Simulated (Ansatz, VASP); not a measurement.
**LiCl in VASP and in Ansatz**

```
CELL_PARAMETERS angstrom
3.27112 0.00000 0.00000
0.00000 3.27112 0.00000
0.00000 0.00000 3.27112
ATOMIC_POSITIONS crystal
Li 0.00000 0.00000 0.00000
Cl 0.50000 0.50000 0.50000
```

Alike in both runs: task single point; functional PBE; k mesh 6 × 6 × 6; no spin polarisation.

|  | VASP | Ansatz |
| --- | --- | --- |
| version | VASP 6.6.1 | Ansatz 0.2.0 |
| potentials or method | VASP PAW PBE potentials, release 64 (Li_sv, Cl) | plane waves, PAW |
| plane-wave cutoff (eV) | 520 | 420 |
| occupations | gaussian, width 0.01 eV | fixed |
| valence electrons in the cell | 10 | 10 |

```csv
,VASP,Ansatz,Ansatz less VASP
gap on the k mesh at the Fermi level (eV),4.43,4.42,-0.014
```

Noted on VASP's run: the cutoff is short for stress, so the pressure is rough.
